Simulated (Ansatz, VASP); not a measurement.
Ta in VASP and in Ansatz

```xyz
1
Lattice="-1.6524 1.6524 1.6524 1.6524 -1.6524 1.6524 1.6524 1.6524 -1.6524" Properties=species:S:1:pos:R:3 pbc="T T T"
Ta    0.0000    0.0000    0.0000
```

Alike in both runs: functional r2SCAN; k mesh 18 × 18 × 18; occupations gaussian, width 0.1 eV; no spin polarisation.

Ansatz relaxed the structure, and its values are those at the end. VASP's run is a single point on that final structure, the one shown.

```csv
,VASP,Ansatz
version,VASP 6.6.1,Ansatz 0.2.0
potentials or method,"VASP PAW PBE potentials, release 64 (Ta_pv), cutoff 550 eV","scalar-relativistic, plane waves, PAW"
valence electrons in the cell,11,13
```

Ansatz gave:

```
gap on the k mesh at the Fermi level (eV) : none
pressure (GPa)                            : 0.0
```

Problem. What did VASP give for the same quantities?

Solution. gap on the k mesh at the Fermi level (eV): none; pressure (GPa): 0.6.

VASP's potentials were made for PBE, not for r2SCAN. A gap of «none» marks a metal or a gap that the smearing closes. VASP's potentials hold 11 valence electrons a cell and Ansatz's 13, so a difference there can come from the potentials and not from the codes.

Spin-orbit coupling is off throughout.
